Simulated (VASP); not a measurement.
Here is a VASP 6.6.1 calculation.

The input INCAR:

```
SYSTEM = Dy2H
PREC = Accurate
ENCUT = 500
EDIFF = 1E-6
ISMEAR = 0
SIGMA = 0.2
LREAL = .FALSE.
LASPH = .TRUE.
NELM = 200
ALGO = Normal
ISIF = 2
LWAVE = .FALSE.
LCHARG = .FALSE.
GGA = PE
NBANDS = 28
GGA_COMPAT = .FALSE.
LMAXMIX = 6
```

File KPOINTS:

```
regular mesh
0
G
  3 3 3
  0 0 0
```

Contents of POSCAR:

```
Dy2H
1.0
    6.4039840851      0.0000000000      0.0000000000
    0.0000000000      6.4039840851      0.0000000000
    0.0000000000      0.0000000000      3.2638953607
Dy H
4 2
Direct
    0.2499244190      0.2499244190      0.4614157330
    0.7500755810      0.7500755810      0.4614157330
    0.7500755810      0.2499244190      0.4614157330
    0.2499244190      0.7500755810      0.4614157330
    0.0000000000      0.0000000000      0.4608298750
    0.5000000000      0.5000000000      0.4642249630
```

Potentials or basis: VASP PAW PBE potentials, release 64 (Dy_3, H), 4f in core.

Command:

```sh
$ cat potpaw_PBE.64/Dy_3/POTCAR potpaw_PBE.64/H/POTCAR > POTCAR
$ mpirun -np 1 vasp_std > vasp.out
```

(1) Estimate the largest force.

(2) What does it give for the pressure?

(3) Estimate the band gap on the k mesh.

Results:

(1) 0.009 eV/Å.

(2) 0.3 GPa.

(3) zero (bands 19 and 20 overlap by 0.53 eV).

Caveat: the k points lie up to 0.64 Å⁻¹ apart, too coarse for converged energies and pressures of a metal; spin-orbit coupling is left out, which moves the levels of the heavy elements; the 4f electrons are frozen in the core, so they carry no moment and show no levels.
